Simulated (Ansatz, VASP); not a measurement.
One calculation of Hf, two programs

INCAR

```
SYSTEM = Hf
PREC = Accurate ; ENCUT = 520
EDIFF = 1E-6 ; ISMEAR = -1
SIGMA = 0.05 ; LREAL = .FALSE.
LASPH = .TRUE. ; NELM = 60
ALGO = Normal ; ISIF = 2
LWAVE = .FALSE. ; LCHARG = .FALSE.
GGA = PS ; NBANDS = 17
```

File KPOINTS:

```
regular mesh
0
G
  13 13 7
  0 0 0
```

POSCAR

```
Hf
1.0
    3.1966985242      0.0000000000      0.0000000000
   -1.5983492621      2.7684221302      0.0000000000
    0.0000000000      0.0000000000      5.0578000000
Hf
2
Direct
    0.3333333333      0.6666666667      0.2500000000
    0.6666666667      0.3333333333      0.7500000000
```

Input for Ansatz:

```yaml
crystal:
  lattice:
    - [3.1966985242, 0.0, 0.0]
    - [-1.5983492621, 2.7684221302, 0.0]
    - [0.0, 0.0, 5.0578]
  atoms:
    - { symbol: Hf, position: [0.3333333333, 0.6666666667, 0.25] }
    - { symbol: Hf, position: [0.6666666667, 0.3333333333, 0.75] }
kpoints:
  mp_grid: { grid: [13, 13, 7] }
  band_path:
    path:
      - [0.0, 0.0, 0.0]
      - [0.5, 0.0, 0.0]
      - [0.3333333333, 0.3333333333, 0.0]
      - [0.0, 0.0, 0.0]
      - [0.0, 0.0, 0.5]
      - [0.5, 0.0, 0.5]
      - [0.3333333333, 0.3333333333, 0.5]
      - [0.0, 0.0, 0.5]
      - [0.5, 0.0, 0.5]
    npoints: 5
scf:
  occupations: { method: fermi_dirac, width: 0.05 }
hamiltonian:
  xc: pbesol
  pseudopotentials: { kind: all_electron, lapw: { basis_error: 0.0005 } }
output:
  forces: true
  stress: true
  eigenvalues: true
```

Alike in both runs: task single point; functional PBEsol; k mesh 13 × 13 × 7; occupations fermi-dirac, width 0.05 eV; no spin polarisation.

|  | VASP | Ansatz |
| --- | --- | --- |
| version | VASP 6.6.1 | Ansatz 0.2.0 |
| potentials or method | VASP PAW PBE potentials, release 64 (Hf_pv), cutoff 520 eV | all-electron LAPW, scalar-relativistic |

```tsv
	VASP	Ansatz	Ansatz less VASP
pressure (GPa)	-4.1	-3.7	+0.39
traceless stress, the component that is largest in VASP (GPa)	-0.21	-0.14	+0.073
```

VASP's potentials were made for PBE, not for PBEsol. Ansatz ran all-electron here, and VASP with PAW potentials.

Spin-orbit coupling is off throughout.
